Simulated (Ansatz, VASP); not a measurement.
# One calculation of CdS, two programs

```
Cd S
1.0
     0.00000    2.75324    2.75324
     2.75324    0.00000    2.75324
     2.75324    2.75324    0.00000
Cd S
1 1
Direct
  0.00000 0.00000 0.00000
  0.50000 0.50000 0.50000
```

Alike in both runs: task single point; functional PBE0; k mesh 4 × 4 × 4; occupations fermi-dirac, width 0.05 eV; no spin polarisation.

|  | VASP | Ansatz |
| --- | --- | --- |
| version | VASP 6.6.1 | Ansatz 0.2.0 |
| potentials or method | VASP PAW PBE potentials, release 64 (Cd, S) | Ansatz PAW |
| plane-wave cutoff (eV) | 520 | 420 |
| valence electrons in the cell | 18 | 26 |

Ansatz gave:

| Quantity | Value |
| --- | --- |
| gap on the k mesh at the Fermi level (eV) | 1.92 |
| least direct gap on the mesh (eV) | 3.26 |
| pressure (GPa) | -2.0 |

**Question.** Estimate VASP's values.

**Answer.** gap on the k mesh at the Fermi level (eV): 1.95; least direct gap on the mesh (eV): 3.28; pressure (GPa): -1.8.

VASP's potentials hold 18 valence electrons a cell and Ansatz's 26, so a difference there can come from the potentials and not from the codes.

The k mesh is coarse, so the values compare programs but aren't converged.
